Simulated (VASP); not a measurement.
# LiPr3N2 in VASP: further runs

LiPr3N2 is run at these levels: PBE; tasks: single point.

All numbers are computed with VASP 6.6.1; they aren't measurements. Logs are shortened: lines on timing, memory, paths and dates and some standing lists are left out, and cuts for length are marked.

## Step 1: The cell of the first run

The structure is hexagonal, space group P6/mmm (No. 191). The conventional cell has a = 6.826 Å, b = 6.826 Å, c = 3.357 Å, α = 90.00°, β = 90.00°, γ = 120.00°. Within 4.4 Å of Li (site symmetry 6/mmm) lie 2 Li at 3.36 Å and 12 Pr at 3.80 Å and 6 N at 3.94 Å. Within 3.5 Å of Pr (site symmetry mmm) lie 4 N at 2.59 Å and 6 Pr at 3.36 to 3.41 Å. N (site symmetry -6m2) has 6 Pr at 2.59 Å and 2 N at 3.36 Å within 3.4 Å.

The cell was generated, and may not be a known phase.

## Step 2: Single point, PBE

The input, INCAR:

```
PREC = Accurate
ENCUT = 750
EDIFF = 1E-6
ISMEAR = 0
SIGMA = 0.2
LREAL = False
LASPH = True
NELM = 200
ALGO = Normal
ISIF = 2
LWAVE = False
LCHARG = False
GGA = PE
NBANDS = 32
GGA_COMPAT = False
LMAXMIX = 6
```

The input, KPOINTS:

```
regular mesh
0
Gamma
  3 3 4
```

The input, POSCAR:

```
LiPr3N2
1.0
    6.8263743795      0.0000000033      0.0000000000
   -3.4131871926      5.9118136267      0.0000000000
    0.0000000000      0.0000000000      3.3569275518
Li Pr N
1 3 2
Direct
    0.0000000000      0.0000000000      0.0000000000
    0.5000000000      0.0000000000      0.5000000000
    0.5000000000      0.5000000000      0.5000000000
    0.0000000000      0.5000000000      0.5000000000
    0.3333333333      0.6666666667      0.0000000000
    0.6666666667      0.3333333333      0.0000000000
```

Potentials or basis: VASP PAW PBE potentials, release 64 (Li_sv, Pr_3, N), 4f in core.

On the command line:

```sh
cat potpaw_PBE.64/Li_sv/POTCAR potpaw_PBE.64/Pr_3/POTCAR potpaw_PBE.64/N/POTCAR > POTCAR
mpirun -np 1 vasp_std > vasp.out
```

OUTCAR:

```text
PREC = Accurate
   ENCUT = 750
   EDIFF = 1E-6
   ISMEAR = 0
   LREAL = False
   LASPH = True
   NELM = 200
   ISIF = 2
   GGA = PE

 ion  position               nearest neighbor table
   1  0.000  0.000  0.000-
   2  0.500  0.000  0.500-   5 2.59   6 2.59   5 2.59   6 2.59   3 3.41   3 3.41   4 3.41   4 3.41

   3  0.500  0.500  0.500-   5 2.59   6 2.59   5 2.59   6 2.59   2 3.41   2 3.41   4 3.41   4 3.41

   4  0.000  0.500  0.500-   5 2.59   6 2.59   5 2.59   6 2.59   2 3.41   2 3.41   3 3.41   3 3.41

   5  0.333  0.667  0.000-   2 2.59   2 2.59   4 2.59   4 2.59   3 2.59   3 2.59
   6  0.667  0.333  0.000-   2 2.59   2 2.59   4 2.59   4 2.59   3 2.59   3 2.59

  LATTYP: Found a hexagonal cell.
 ALAT       =     6.8263743795
 C/A-ratio  =     0.4917584892

  Lattice vectors:

 A1 = (   6.8263743795,   0.0000000033,   0.0000000000)
 A2 = (  -3.4131871926,   5.9118136267,   0.0000000000)
 A3 = (   0.0000000000,   0.0000000000,   3.3569275518)

Analysis of symmetry for initial positions (statically):
=====================================================================
 Subroutine PRICEL returns:
 Original cell was already a primitive cell.

 Routine SETGRP: Setting up the symmetry group for a
 hexagonal supercell.

 Subroutine GETGRP returns: Found 24 space group operations
 (whereof 24 operations were pure point group operations)
 out of a pool of 24 trial point group operations.

The static configuration has the point symmetry D_6h.

Analysis of symmetry for dynamics (positions and initial velocities):
=====================================================================
 Subroutine PRICEL returns:
 Original cell was already a primitive cell.

 Routine SETGRP: Setting up the symmetry group for a
 hexagonal supercell.

 Subroutine GETGRP returns: Found 24 space group operations
 (whereof 24 operations were pure point group operations)
 out of a pool of 24 trial point group operations.

The dynamic configuration has the point symmetry D_6h.

 Subroutine INISYM returns: Found 24 space group operations
 (whereof 24 operations are pure point group operations),
 and found     1 'primitive' translations

----------------------------------------------------------------------------------------

                                     Primitive cell

  volume of cell :     135.4730

  direct lattice vectors                    reciprocal lattice vectors
     6.826374379  0.000000003  0.000000000     0.146490647  0.084576415  0.000000000
    -3.413187193  5.911813627  0.000000000    -0.000000000  0.169152829  0.000000000
     0.000000000  0.000000000  3.356927552     0.000000000  0.000000000  0.297891445

  length of vectors
     6.826374379  6.826374379  3.356927552     0.169152829  0.169152829  0.297891445

  position of ions in fractional coordinates (direct lattice)
     0.000000000  0.000000000  0.000000000
     0.500000000  1.000000000  0.500000000
     0.500000000  0.500000000  0.500000000
     0.000000000  0.500000000  0.500000000
     0.333333333  0.666666667  0.000000000
     0.666666667  0.333333333  0.000000000

  ion indices of the primitive-cell ions
   primitive index   ion index
                 1           1
                 2           2
                 3           3
                 4           4
                 5           5
                 6           6

----------------------------------------------------------------------------------------

 KPOINTS: regular mesh

Automatic generation of k-mesh.
 Grid dimensions read from file:
 generate k-points for:    3    3    4

 Generating k-lattice:

  Cartesian coordinates                     Fractional coordinates (reciprocal lattice)
     0.048830216  0.028192138  0.000000000     0.333333333  0.000000000  0.000000000
    -0.000000000  0.056384276  0.000000000     0.000000000  0.333333333  0.000000000
     0.000000000  0.000000000  0.074472861     0.000000000  0.000000000  0.250000000

  Length of vectors
     0.056384276  0.056384276  0.074472861

  Shift w.r.t. Gamma in fractional coordinates (k-lattice)
     0.000000000  0.000000000  0.000000000

 Subroutine IBZKPT returns following result:
 ===========================================

 Found      9 irreducible k-points:

 Following reciprocal coordinates:
            Coordinates               Weight
  0.000000  0.000000  0.000000      1.000000
  0.333333  0.000000  0.000000      6.000000
  0.333333  0.333333  0.000000      2.000000
  0.000000  0.000000  0.250000      2.000000
  0.333333  0.000000  0.250000     12.000000
  0.333333  0.333333  0.250000      4.000000
  0.000000  0.000000  0.500000      1.000000
  0.333333  0.000000  0.500000      6.000000
  0.333333  0.333333  0.500000      2.000000
   k-points           NKPTS =      9   k-points in BZ     NKDIM =      9   number of bands    NBANDS=     32
   number of dos      NEDOS =    301   number of ions     NIONS =      6
   total plane-waves  NPLWV = 122880
[... 65 lines left out ...]

 val. band max:        3.6183318600   @ k =   0.3333   0.0000   0.2500
 cond. band min:       3.7600196532   @ k =   0.0000   0.0000   0.5000
 fundamental gap:      0.1416877932
 Fermi energy:         3.6239212947

 k-point     1 :       0.0000    0.0000    0.0000
  band No.  band energies     occupation
      1     -42.9310      2.00000
      2     -32.8848      2.00000
      3     -32.6968      2.00000
      4     -32.6968      2.00000
      5     -16.2424      2.00000
      6     -15.2697      2.00000
[... 24 lines left out ...]
     31       6.9572      0.00000
     32       7.3660      0.00000

 k-point     2 :       0.3333    0.0000    0.0000
  band No.  band energies     occupation
      1     -42.9310      2.00000
      2     -32.8460      2.00000
      3     -32.7375      2.00000
      4     -32.6969      2.00000
      5     -15.9351      2.00000
      6     -15.2362      2.00000
[... 24 lines left out ...]
     31       7.3892      0.00000
     32       7.4856      0.00000

 k-point     3 :       0.3333    0.3333    0.0000
  band No.  band energies     occupation
      1     -42.9310      2.00000
      2     -32.7922      2.00000
      3     -32.7922      2.00000
      4     -32.6970      2.00000
      5     -15.4817      2.00000
      6     -15.4817      2.00000
[... 24 lines left out ...]
     31       7.1858      0.00000
     32       8.0220      0.00000

 k-point     4 :       0.0000    0.0000    0.2500
  band No.  band energies     occupation
      1     -42.9300      2.00000
      2     -32.8095      2.00000
      3     -32.6278      2.00000
      4     -32.6278      2.00000
      5     -15.9370      2.00000
      6     -15.2168      2.00000
[... 24 lines left out ...]
     31       7.5752      0.00000
     32       7.5752      0.00000

 k-point     5 :       0.3333    0.0000    0.2500
  band No.  band energies     occupation
      1     -42.9300      2.00000
      2     -32.7719      2.00000
      3     -32.6671      2.00000
      4     -32.6279      2.00000
      5     -15.6691      2.00000
      6     -15.1841      2.00000
[... 24 lines left out ...]
     31       7.0327      0.00000
     32       7.2073      0.00000

 k-point     6 :       0.3333    0.3333    0.2500
  band No.  band energies     occupation
      1     -42.9300      2.00000
      2     -32.7199      2.00000
      3     -32.7199      2.00000
      4     -32.6280      2.00000
      5     -15.3098      2.00000
      6     -15.3098      2.00000
[... 24 lines left out ...]
     31       7.1838      0.00000
     32       7.2837      0.00000

 k-point     7 :       0.0000    0.0000    0.5000
  band No.  band energies     occupation
      1     -42.9291      2.00000
      2     -32.7322      2.00000
      3     -32.5573      2.00000
      4     -32.5573      2.00000
      5     -15.9888      2.00000
      6     -15.5680      2.00000
[... 24 lines left out ...]
     31       8.0962      0.00000
     32       8.6419      0.00000

 k-point     8 :       0.3333    0.0000    0.5000
  band No.  band energies     occupation
      1     -42.9291      2.00000
      2     -32.6960      2.00000
      3     -32.5951      2.00000
      4     -32.5574      2.00000
      5     -15.8688      2.00000
      6     -15.4964      2.00000
[... 24 lines left out ...]
     31       8.0756      0.00000
     32       8.1103      0.00000

 k-point     9 :       0.3333    0.3333    0.5000
  band No.  band energies     occupation
      1     -42.9291      2.00000
      2     -32.6459      2.00000
      3     -32.6459      2.00000
      4     -32.5575      2.00000
      5     -15.6920      2.00000
      6     -15.6920      2.00000
[... 24 lines left out ...]
     31       7.4310      0.00000
     32       7.4310      0.00000

------------------------ aborting loop because EDIFF is reached ----------------------------------------

  FORCE on cell =-STRESS in cart. coord.  units (eV):
  Direction    XX          YY          ZZ          XY          YZ          ZX
  --------------------------------------------------------------------------------------
  -------------------------------------------------------------------------------------
  Total        0.2134942      0.2134942     -0.0039276      0.0000000      0.0000000      0.0000000
  in kB        2.5248980      2.5248980     -0.0464501      0.0000000      0.0000000      0.0000000
  external PRESSURE =       1.6677820 kB  Pullay stress =       0.0000000 kB

 VOLUME and BASIS-vectors are now :
 -----------------------------------------------------------------------------
  energy-cutoff  :      750.00
  volume of cell :      135.47
      direct lattice vectors                 reciprocal lattice vectors
     6.826374379  0.000000003  0.000000000     0.146490647  0.084576415  0.000000000
    -3.413187193  5.911813627  0.000000000    -0.000000000  0.169152829  0.000000000
     0.000000000  0.000000000  3.356927552     0.000000000  0.000000000  0.297891445

 POSITION                                       TOTAL-FORCE (eV/Angst)
 -----------------------------------------------------------------------------------
      0.00000      0.00000      0.00000        -0.000000     -0.000000     -0.000000
      3.41319      0.00000      1.67846        -0.000000     -0.000000     -0.000000
      1.70659      2.95591      1.67846         0.000000     -0.000000     -0.000000
     -1.70659      2.95591      1.67846        -0.000000     -0.000000     -0.000000
     -0.00000      3.94121      0.00000         0.000000     -0.000000      0.000000
      3.41319      1.97060      0.00000        -0.000000      0.000000     -0.000000
 -----------------------------------------------------------------------------------
    total drift:                               -0.000000      0.000000     -0.000000

  FREE ENERGIE OF THE ION-ELECTRON SYSTEM (eV)
  ---------------------------------------------------
  free  energy   TOTEN  =       -36.3610921955 eV

  energy  without entropy=      -36.2622281215  energy(sigma->0) =      -36.31166016
```

Wall time 48 s (1 thread of Intel Xeon 6975P-C (Granite Rapids), shared host); peak memory 0.38 GiB.

Results:

```
Free energy            : -36.3611 eV
Pressure               : 0.2 GPa
Band gap on the k mesh : zero (bands 23 and 24 overlap by 1.41 eV)
```

Caveat: the k points lie up to 0.47 Å⁻¹ apart, too coarse for converged energies and pressures of a metal; spin-orbit coupling is left out, which moves the levels of the heavy elements; the 4f electrons are frozen in the core, so they carry no moment and show no levels; the run has no spin polarisation, though such a crystal can be magnetic. Spin polarisation is off, so any magnetic state and its effect on volume and gap are missing.

## Step 3: Single point, PBE

This run uses another cell than the first one, of 22.84 Å³/atom.

The input, INCAR:

```
SYSTEM = LiPr3N2
ALGO = Normal
EDIFF = 1E-6
ENCUT = 750
GGA = PE
GGA_COMPAT = .FALSE.
ISIF = 2
ISMEAR = 0
LASPH = .TRUE.
LCHARG = .FALSE.
LMAXMIX = 6
LREAL = .FALSE.
LWAVE = .FALSE.
NBANDS = 32
NELM = 200
PREC = Accurate
SIGMA = 0.2
```

The input, KPOINTS:

```
k-points
0
G
  3 3 4
  0 0 0
```

The input, POSCAR:

```
LiPr3N2
1.0
    6.8638142132     -0.0000000034      0.0000000000
   -3.4319071036      5.9442374772      0.0000000000
    0.0000000000      0.0000000000      3.3583721933
Li Pr N
1 3 2
Direct
    0.0000000000      0.0000000000      0.5000000000
    0.5000000000      0.0000000000      0.5000000000
    0.0000000000      0.5000000000      0.5000000000
    0.5000000000      0.5000000000      0.5000000000
    0.3333333333      0.6666666667      0.9992101003
    0.6666666667      0.3333333333      0.0007898997
```

Potentials or basis: VASP PAW PBE potentials, release 64 (Li_sv, Pr_3, N), 4f in core.

On the command line:

```sh
cat potpaw_PBE.64/Li_sv/POTCAR potpaw_PBE.64/Pr_3/POTCAR potpaw_PBE.64/N/POTCAR > POTCAR
mpirun -np 1 vasp_std > vasp.out
```

It took 52 s on 1 thread of Intel Xeon 6975P-C (Granite Rapids), shared host; peak memory 0.38 GiB.

Results (log left out):

```
Free energy            : -36.0674 eV
Pressure               : 0.2 GPa
Largest force          : 0.018 eV/Å
Band gap on the k mesh : zero (bands 23 and 24 overlap by 1.30 eV)
```

Forces in eV/Å, atoms in the order of the input:
```
Li   0.000  0.000  0.000
Pr   0.000  0.000  0.000
Pr   0.000  0.000  0.000
Pr   0.000  0.000  0.000
N    0.000  0.000  0.018
N    0.000  0.000 -0.018
```

Stress tensor (GPa, compression positive):
```
 0.36  0.00  0.00
 0.00  0.36  0.00
 0.00  0.00 -0.20
```

Levels at points of the mesh, in eV from the Fermi level:
```tsv
k point	band 21	band 22	band 23	band 24	band 25	band 26
(0.00, 0.00, 0.00)	-1.46	-0.96	-0.88	-0.29	-0.29	1.63
(0.00, 0.00, 0.50)	-1.19	-0.67	0.24	0.24	0.51	0.51
```

Caveat: the k points lie up to 0.47 Å⁻¹ apart, too coarse for converged energies and pressures of a metal; spin-orbit coupling is left out, which moves the levels of the heavy elements; the 4f electrons are frozen in the core, so they carry no moment and show no levels; the run has no spin polarisation, though such a crystal can be magnetic. With open d or f shells a metallic result of PBE can be an artefact of self-interaction; +U or a hybrid may open a gap.

## Step 4: Single point, PBE

This run uses another cell than the first one, of 22.86 Å³/atom.

The input, INCAR:

```
PREC     = Accurate       # precision mode
ENCUT    = 750            # plane-wave cutoff, eV
EDIFF    = 1E-6           # SCF threshold, eV
ISMEAR   = 0              # smearing method
SIGMA    = 0.2            # smearing width, eV
LREAL    = F              # projectors in reciprocal space
LASPH    = T              # aspherical terms in the spheres
NELM     = 200            # most SCF steps
ALGO     = Normal         # electronic algorithm
ISIF     = 2              # what is computed and relaxed
LWAVE    = F              # write WAVECAR
LCHARG   = F              # write CHGCAR
GGA      = PE             # functional
NBANDS   = 32             # bands
GGA_COMPAT= F            
LMAXMIX  = 6              # l up to which the mixer works
```

The input, KPOINTS:

```
Automatic mesh
0
Gamma
  4 4 4
```

The input, POSCAR:

```
LiPr3N2
1.0
    6.8833957620     -0.0000000037      0.0000000000
   -3.4416978778      5.9611955961      0.0000000000
    0.0000000000      0.0000000000      3.3428205832
Li Pr N
1 3 2
Direct
    0.0000000000      0.0000000000      0.0000000000
    0.5000000000      0.0000000000      0.0000000000
    0.0000000000      0.5000000000      0.0000000000
    0.5000000000      0.5000000000      0.0000000000
    0.3333333333      0.6666666667      0.5000554266
    0.6666666667      0.3333333333      0.4999445734
```

On the command line:

```sh
cat potpaw_PBE.64/Li_sv/POTCAR potpaw_PBE.64/Pr_3/POTCAR potpaw_PBE.64/N/POTCAR > POTCAR
mpirun -np 1 vasp_std > vasp.out
```

Run time: 86 s. Hardware: 1 thread of Intel Xeon 6975P-C (Granite Rapids), shared host; peak memory 0.4 GiB.

Results (log left out):

- Free energy: -36.0829 eV
- Pressure: 0.0 GPa
- Band gap on the k mesh: zero (bands 23 and 24 overlap by 0.97 eV)

Stress tensor (GPa, compression positive):
```
 0.14  0.00  0.00
 0.00  0.14  0.00
 0.00  0.00 -0.33
```

Levels at points of the mesh, in eV from the Fermi level:
```csv
k point,band 19,band 20,band 21,band 22,band 23,band 24,band 25,band 26
"(0.00, 0.00, 0.00)",-2.88,-1.50,-1.50,-0.98,-0.89,-0.33,-0.33,1.53
"(0.50, 0.00, 0.00)",-2.34,-1.85,-1.69,-1.44,-1.17,-0.57,-0.08,0.77
"(0.00, 0.00, 0.50)",-1.32,-1.32,-1.24,-0.70,0.22,0.22,0.43,0.43
"(0.50, 0.00, 0.50)",-2.69,-2.48,-2.12,-0.04,0.12,0.80,1.39,1.47
```

Caveat: the k points lie up to 0.47 Å⁻¹ apart, too coarse for converged energies and pressures of a metal; spin-orbit coupling is left out, which moves the levels of the heavy elements; the 4f electrons are frozen in the core, so they carry no moment and show no levels; the run has no spin polarisation, though such a crystal can be magnetic. With open d or f shells a metallic result of PBE can be an artefact of self-interaction; +U or a hybrid may open a gap.

## Step 5: Summary

```csv
cell,k mesh,gap on the mesh (eV),pressure (GPa)
"a = 6.826, b = 6.826, c = 3.357 Å, angles 90.0, 90.0, 120.0°, 6 atoms, atomic positions A",3 × 3 × 4,none,0.2
"a = 6.864, b = 6.864, c = 3.358 Å, angles 90.0, 90.0, 120.0°, 6 atoms, atomic positions B",3 × 3 × 4,none,0.2
"a = 6.883, b = 6.883, c = 3.343 Å, angles 90.0, 90.0, 120.0°, 6 atoms, atomic positions C",4 × 4 × 4,none,0.0
```

Alike in all rows: task single point; level PBE; potentials or basis VASP PAW PBE potentials, release 64 (Li_sv, Pr_3, N), 4f in core; no spin polarisation; cutoff (eV) 750; smearing gaussian 0.2 eV.

Caveats: all runs use coarse meshes; spin-orbit coupling is left out, which moves the levels of the heavy elements; the 4f electrons are frozen in the core, so they carry no moment and show no levels; the run has no spin polarisation, though such a crystal can be magnetic.

Total energies depend on the potentials used, so only differences within one code and one set of settings carry meaning.

The gap in the log of VASP goes by the Fermi energy; the results here count the filled bands.